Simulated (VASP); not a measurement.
Wanted: the native input for a VASP 6.6.1 run.

* Task: single point
* Functional: PBE
* Potentials or basis: VASP PAW PBE potentials, release 64 (Al)
* Cutoff: 500 eV
* k mesh: 9 × 9 × 6
* Occupations: gaussian, width 0.1 eV
* Spin: no spin polarisation
* Dipole correction: no
* Further INCAR settings: ALGO = Normal; EDIFF = 1e-06; NBANDS = 10

The structure of Al lies in POSCAR:

```
Al
1.0
    2.8124553515      0.0000000000      0.0000000000
   -1.4062276757      2.4356577814      0.0000000000
    0.0000000000      0.0000000000      4.8668500000
Al
2
Direct
    0.6666666667      0.3333333333      0.7500000000
    0.3333333333      0.6666666667      0.2500000000
```

These files were run (other wordings do the same):

INCAR

```
  PREC = Accurate
  ENCUT = 500
  EDIFF = 1E-6
  ISMEAR = 0
  SIGMA = 0.1
  LREAL = F
  LASPH = T
  NELM = 120
  ALGO = Normal
  ISIF = 2
  LWAVE = F
  LCHARG = F
  GGA = PE
  NBANDS = 10
  GGA_COMPAT = F
```

KPOINTS

```
Automatic mesh
0
Gamma
  9 9 6
```

Potentials or basis: VASP PAW PBE potentials, release 64 (Al).

Command:

```console
$ cat potpaw_PBE.64/Al/POTCAR > POTCAR
$ mpirun -np 1 vasp_std > vasp.out
```

It gave:

```yaml
Pressure: 0.1 GPa
Band_gap_on_the_k_mesh: zero (band 3 reaches 11.21 eV, above the bottom of band 4 at 5.03 eV)
```

Run time: 14 s on 1 thread of Intel Xeon 8259CL (shared host), peak memory 0.15 GiB.
